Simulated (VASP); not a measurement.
# H (Cmcm) in VASP: single point with PBEsol

Aim: the single point of H with PBEsol.

Program: VASP 6.6.1. These are calculated values, not measurements. Logs are shortened: lines on timing, memory, paths and dates and some standing lists are left out, and cuts for length are marked.

### Step 1. The cell of the first run

It takes space group Cmcm (No. 63, orthorhombic). Conventional cell: a = 3.015 Å, b = 5.512 Å, c = 6.313 Å, α = 90.00°, β = 90.00°, γ = 90.00°. H (site symmetry m) has 1 H at 0.66 Å within 0.9 Å.

### Step 2. Single point, PBEsol (strained)

Input file INCAR:

```
PREC = Accurate ; ENCUT = 520
EDIFF = 1E-6 ; ISMEAR = 0
SIGMA = 0.02 ; LREAL = F
LASPH = T ; NELM = 80
ALGO = Normal ; ISIF = 2
LWAVE = F ; LCHARG = F
GGA = PS ; NBANDS = 10
```

Input file KPOINTS:

```
regular mesh
0
Gamma
  8 8 4
```

Input file POSCAR:

```
H
1.0
    1.5073680768     -2.7558636708      0.0000000000
    1.5073680768      2.7558636708      0.0000000000
    0.0000000000      0.0000000000      6.3130741055
H
4
Direct
    0.5546204706      0.4453795294      0.9786775911
    0.4453795294      0.5546204706      0.0213224089
    0.4453795294      0.5546204706      0.4786775911
    0.5546204706      0.4453795294      0.5213224089
```

Potentials or basis: VASP PAW PBE potentials, release 64 (H).

The run is started by

```bash
cat potpaw_PBE.64/H/POTCAR > POTCAR
mpirun -np 1 vasp_std > vasp.out
```

OUTCAR:

```text
PREC = Accurate
   ENCUT = 520
   EDIFF = 1E-6
   ISMEAR = 0
   LREAL = F
   LASPH = T
   NELM = 80
   ISIF = 2
   GGA = PS

 ion  position               nearest neighbor table
   1  0.555  0.445  0.979-   2 0.66
   2  0.445  0.555  0.021-   1 0.66
   3  0.445  0.555  0.479-   4 0.66
   4  0.555  0.445  0.521-   3 0.66

  LATTYP: Found a base centered orthorhombic cell.
 ALAT       =     3.0147361536
 B/A-ratio  =     1.8282619310
 C/A-ratio  =     2.0940718470

  Lattice vectors:

 A1 = (   1.5073680768,  -2.7558636708,   0.0000000000)
 A2 = (   1.5073680768,   2.7558636708,   0.0000000000)
 A3 = (   0.0000000000,   0.0000000000,   6.3130741055)

Analysis of symmetry for initial positions (statically):
=====================================================================
 Subroutine PRICEL returns:
 Original cell was already a primitive cell.

 Routine SETGRP: Setting up the symmetry group for a
 base centered orthorhombic supercell.

 Subroutine GETGRP returns: Found  8 space group operations
 (whereof  4 operations were pure point group operations)
 out of a pool of  8 trial point group operations.

The static configuration has the point symmetry C_2h.
 The point group associated with its full space group is D_2h.

Analysis of symmetry for dynamics (positions and initial velocities):
=====================================================================
 Subroutine PRICEL returns:
 Original cell was already a primitive cell.

 Routine SETGRP: Setting up the symmetry group for a
 base centered orthorhombic supercell.

 Subroutine GETGRP returns: Found  8 space group operations
 (whereof  4 operations were pure point group operations)
 out of a pool of  8 trial point group operations.

The dynamic configuration has the point symmetry C_2h.
 The point group associated with its full space group is D_2h.

 Subroutine INISYM returns: Found  8 space group operations
 (whereof  4 operations are pure point group operations),
 and found     1 'primitive' translations

----------------------------------------------------------------------------------------

                                     Primitive cell

  volume of cell :      52.4503

  direct lattice vectors                    reciprocal lattice vectors
     1.507368077 -2.755863671  0.000000000     0.331703986 -0.181431326  0.000000000
     1.507368077  2.755863671  0.000000000     0.331703986  0.181431326  0.000000000
     0.000000000  0.000000000  6.313074106     0.000000000  0.000000000  0.158401435

  length of vectors
     3.141169064  3.141169064  6.313074106     0.378080495  0.378080495  0.158401435

  position of ions in fractional coordinates (direct lattice)
     0.554620471  0.445379529  0.978677591
     0.445379529  0.554620471  0.021322409
     0.445379529  0.554620471  0.478677591
     0.554620471  0.445379529  0.521322409

  ion indices of the primitive-cell ions
   primitive index   ion index
                 1           1
                 2           2
                 3           3
                 4           4

----------------------------------------------------------------------------------------

 KPOINTS: regular mesh

Automatic generation of k-mesh.
 Grid dimensions read from file:
 generate k-points for:    8    8    4

 Generating k-lattice:

  Cartesian coordinates                     Fractional coordinates (reciprocal lattice)
     0.041462998 -0.022678916  0.000000000     0.125000000 -0.000000000  0.000000000
     0.041462998  0.022678916  0.000000000    -0.000000000  0.125000000  0.000000000
     0.000000000  0.000000000  0.039600359     0.000000000  0.000000000  0.250000000

  Length of vectors
     0.047260062  0.047260062  0.039600359

  Shift w.r.t. Gamma in fractional coordinates (k-lattice)
     0.000000000  0.000000000  0.000000000

 Subroutine IBZKPT returns following result:
 ===========================================

 Found     63 irreducible k-points:

 Following reciprocal coordinates:
            Coordinates               Weight
  0.000000  0.000000  0.000000      1.000000
  0.125000  0.000000  0.000000      4.000000
  0.250000  0.000000  0.000000      4.000000
  0.375000  0.000000  0.000000      4.000000
  0.500000  0.000000  0.000000      2.000000
  0.125000  0.125000  0.000000      2.000000
[... 16 lines left out ...]
  0.125000  0.000000  0.250000      8.000000
  0.250000  0.000000  0.250000      8.000000
 [... further k-points ...]
   k-points           NKPTS =     63   k-points in BZ     NKDIM =     63   number of bands    NBANDS=     10
   number of dos      NEDOS =    301   number of ions     NIONS =      4
   total plane-waves  NPLWV =  27648
   dimension x,y,z NGX =    24 NGY =   24 NGZ =   48
   dimension x,y,z NGXF=    48 NGYF=   48 NGZF=   96
   ions per type =               4
   NGX,Y,Z   is equivalent  to a cutoff of  12.70, 12.70, 12.64 a.u.
   NGXF,Y,Z  is equivalent  to a cutoff of  25.40, 25.40, 25.28 a.u.
 SYSTEM =  unknown system
   PREC   = accura    normal or accurate (medium, high low for compatibility)
   ISTART =      0    job   : 0-new  1-cont  2-samecut
   ICHARG =      2    charge: 1-file 2-atom 10-const
   ISPIN  =      1    spin polarized calculation?
   LNONCOLLINEAR =      F non collinear calculations
   LSORBIT =      F    spin-orbit coupling
   LASPH  =      T    aspherical Exc in radial PAW
   ENCUT  =  520.0 eV  38.22 Ry    6.18 a.u.   5.84  5.84 11.74*2*pi/ulx,y,z
   NELM   =     80;   NELMIN=  2; NELMDL= -5     # of ELM steps
   EDIFF  = 0.1E-05   stopping-criterion for ELM
   LREAL  =      F    real-space projection
   EDIFFG = 0.1E-04   stopping-criterion for IOM
   NSW    =      0    number of steps for IOM
   IBRION =     -1    ionic relax: 0-MD 1-quasi-New 2-CG
   NFREE  =      0    steps in history (QN), initial steepest desc. (CG)
   ISIF   =      2    stress and relaxation
   ISYM   =      2    0-nonsym 1-usesym 2-fastsym
   POTIM  = 0.5000    time-step for ionic-motion
   TEBEG  =    0.0;   TEEND  =   0.0 temperature during run
   PSTRESS=    0.0 pullay stress
   NELECT =       4.0000    total number of electrons
   NUPDOWN=      -1.0000    fix difference up-down
   EMIN   =  10.00;   EMAX   =-10.00  energy-range for DOS
   EFERMI =   0.00;   METHOD = LEGACY
   ISMEAR =     0;   SIGMA  =   0.02  broadening in eV -4-tet -1-fermi 0-gaus
   EFERMI_NEDOS =   21; number of points for ismear=-14 and -15
   IALGO  =     38    algorithm
   IMIX   =      4    mixing-type and parameters
     AMIX     =   0.40;   BMIX     =  1.00
     AMIX_MAG =   1.60;   BMIX_MAG =  1.00
  volume/ion in A,a.u.               =      13.11        88.49
  Fermi-wavevector in a.u.,A,eV,Ry     =   0.694244  1.311931  6.557666  0.481975
  Thomas-Fermi vector in A             =   1.776683
   LORBIT       =      0    0 simple, 1 ext, 2 COOP (PROOUT), +10 PAW based schemes
   GGA     = PS    functional components
   LHFCALC =     F    Hartree Fock is set to
   AEXX    =    0.0000 exact exchange contribution
   IVDW    =     0    specifies the selected vdW correction
   LEPSILON=     F    determine dielectric tensor
   LRPA    =     F    only Hartree local field effects (RPA)
 non-spin polarized calculation
 Gauss-broadening in eV      SIGMA  =   0.02
  energy-cutoff  :      520.00
  volume of cell :       52.45
 maximum number of plane-waves:      1434
   NGX = 11   NGY = 11   NGZ = 23

 number of electron       3.9999997 magnetization

 Free energy of the ion-electron system (eV)
  ---------------------------------------------------
  ext. energy  EPLUGINS =         0.00000000
  ---------------------------------------------------
  free energy    TOTEN  =       -12.62996680 eV

  energy without entropy =      -12.62996680  energy(sigma->0) =      -12.62996680

 E-fermi :  -8.7375     XC(G=0):  -4.8608

 val. band max:       -8.8275122933   @ k =   0.3750   0.2500   0.0000
 cond. band min:       0.2362637103   @ k =   0.5000   0.5000   0.0000
 fundamental gap:      9.0637760036
 Fermi energy:        -8.7374763890

 k-point     1 :       0.0000    0.0000    0.0000
  band No.  band energies     occupation
      1     -10.7240      2.00000
      2     -10.0378      2.00000
      3       0.5599      0.00000
      4       4.0313      0.00000
      5       8.8154      0.00000
      6       8.8666      0.00000
      7      10.2579      0.00000
      8      12.1935      0.00000
      9      13.1863      0.00000
     10      14.8470      0.00000

 k-point     2 :       0.1250    0.0000    0.0000
  band No.  band energies     occupation
      1     -10.5598      2.00000
      2      -9.8976      2.00000
      3       0.8781      0.00000
      4       3.7796      0.00000
      5       7.5981      0.00000
      6       9.3361      0.00000
      7       9.6552      0.00000
      8      12.1058      0.00000
      9      12.2421      0.00000
     10      13.9500      0.00000

 k-point     3 :       0.2500    0.0000    0.0000
  band No.  band energies     occupation
      1     -10.1286      2.00000
      2      -9.5349      2.00000
      3       1.7932      0.00000
      4       3.0274      0.00000
      5       5.8294      0.00000
      6       8.7850      0.00000
      7       9.7704      0.00000
      8      10.0580      0.00000
      9      12.1034      0.00000
     10      12.7062      0.00000

 k-point     4 :       0.3750    0.0000    0.0000
  band No.  band energies     occupation
      1      -9.6330      2.00000
      2      -9.1297      2.00000
      3       1.8784      0.00000
      4       3.4659      0.00000
      5       4.3840      0.00000
      6       8.1150      0.00000
      7       8.6336      0.00000
      8       9.5140      0.00000
      9       9.7886      0.00000
     10      12.1670      0.00000

 k-point     5 :       0.5000    0.0000    0.0000
  band No.  band energies     occupation
      1      -9.4025      2.00000
      2      -8.9462      2.00000
      3       1.4340      0.00000
      4       3.8236      0.00000
      5       4.8195      0.00000
      6       7.0598      0.00000
      7       7.9058      0.00000
      8       8.6360      0.00000
      9       9.6817      0.00000
     10      11.7047      0.00000

 k-point     6 :       0.1250    0.1250    0.0000
  band No.  band energies     occupation
      1     -10.2563      2.00000
      2      -9.6424      2.00000
      3       1.5428      0.00000
      4       3.4389      0.00000
      5       6.9364      0.00000
      6       8.3568      0.00000
      7       8.8367      0.00000
      8      10.9388      0.00000
      9      11.4996      0.00000
     10      14.0371      0.00000
[... 183 lines left out ...]
 k-point    21 :       0.5000    0.5000    0.0000
  band No.  band energies     occupation
      1      -9.4277      2.00000
      2      -8.9598      2.00000
      3       0.2363      0.00000
      4       2.3580      0.00000
      5       4.7479      0.00000
      6       6.4865      0.00000
      7       7.9699      0.00000
      8      11.2651      0.00000
      9      12.3451      0.00000
     10      12.9052      0.00000

 k-point    22 :       0.0000    0.0000    0.2500
  band No.  band energies     occupation
      1     -10.6342      2.00000
      2     -10.1507      2.00000
      3       0.9956      0.00000
      4       3.4277      0.00000
      5       8.6024      0.00000
      6       8.7370      0.00000
      7      10.4490      0.00000
      8      11.5269      0.00000
      9      15.0334      0.00000
     10      15.1165      0.00000

 k-point    23 :       0.1250    0.0000    0.2500
  band No.  band energies     occupation
      1     -10.4728      2.00000
      2     -10.0061      2.00000
      3       1.2872      0.00000
      4       3.3703      0.00000
      5       7.5348      0.00000
      6       8.2534      0.00000
      7      10.3296      0.00000
      8      11.4822      0.00000
      9      13.2467      0.00000
     10      14.9693      0.00000

 k-point    24 :       0.2500    0.0000    0.2500
  band No.  band energies     occupation
      1     -10.0494      2.00000
      2      -9.6308      2.00000
      3       2.0910      0.00000
      4       2.9847      0.00000
      5       5.8208      0.00000
      6       7.5755      0.00000
      7       9.7587      0.00000
      8      10.5436      0.00000
      9      11.5151      0.00000
     10      12.5224      0.00000

 [... further k-points ...]
[... 5 lines left out ...]
  --------------------------------------------------------------------------------------
  -------------------------------------------------------------------------------------
  Total        0.0502047      5.0360912      1.0088029      0.0000000     -0.0000000      0.0000000
  in kB        1.5335824    153.8353859     30.8154837      0.0000000     -0.0000000      0.0000000
  external PRESSURE =      62.0614840 kB  Pullay stress =       0.0000000 kB

 VOLUME and BASIS-vectors are now :
 -----------------------------------------------------------------------------
  energy-cutoff  :      520.00
  volume of cell :       52.45
      direct lattice vectors                 reciprocal lattice vectors
     1.507368077 -2.755863671  0.000000000     0.331703986 -0.181431326  0.000000000
     1.507368077  2.755863671  0.000000000     0.331703986  0.181431326  0.000000000
     0.000000000  0.000000000  6.313074106     0.000000000  0.000000000  0.158401435

 POSITION                                       TOTAL-FORCE (eV/Angst)
 -----------------------------------------------------------------------------------
      1.50737     -0.30105      6.17846         0.000000     -4.210813     -1.889845
      1.50737      0.30105      0.13461         0.000000      4.210813      1.889845
      1.50737      0.30105      3.02193         0.000000      4.210813     -1.889845
      1.50737     -0.30105      3.29115         0.000000     -4.210813      1.889845
 -----------------------------------------------------------------------------------
    total drift:                                0.000000      0.000000     -0.000000

  FREE ENERGIE OF THE ION-ELECTRON SYSTEM (eV)
  ---------------------------------------------------
  free  energy   TOTEN  =       -12.6299667964 eV

  energy  without entropy=      -12.6299667964  energy(sigma->0) =      -12.62996680
```

It took 11 s on 1 thread of Intel Xeon Platinum 8488C (Sapphire Rapids), shared host; peak memory 0.16 GiB.

What came out:

```
Free energy            : -12.6300 eV
Pressure               : 6.2 GPa
Largest force          : 4.615 eV/Å
Band gap on the k mesh : 9.06 eV, indirect (least direct gap 9.20 eV)
```

Forces on the atoms (eV/Å):
```
H    0.000 -4.211 -1.890
H    0.000  4.211  1.890
H    0.000  4.211 -1.890
H    0.000 -4.211  1.890
```

Stress tensor (GPa, compression positive):
```
 0.15  0.00  0.00
 0.00 15.38  0.00
 0.00  0.00  3.08
```

Caveat: the cell differs from its parent crystal (strained); the PAW data sets were made with another functional, which shifts forces and pressure a little.
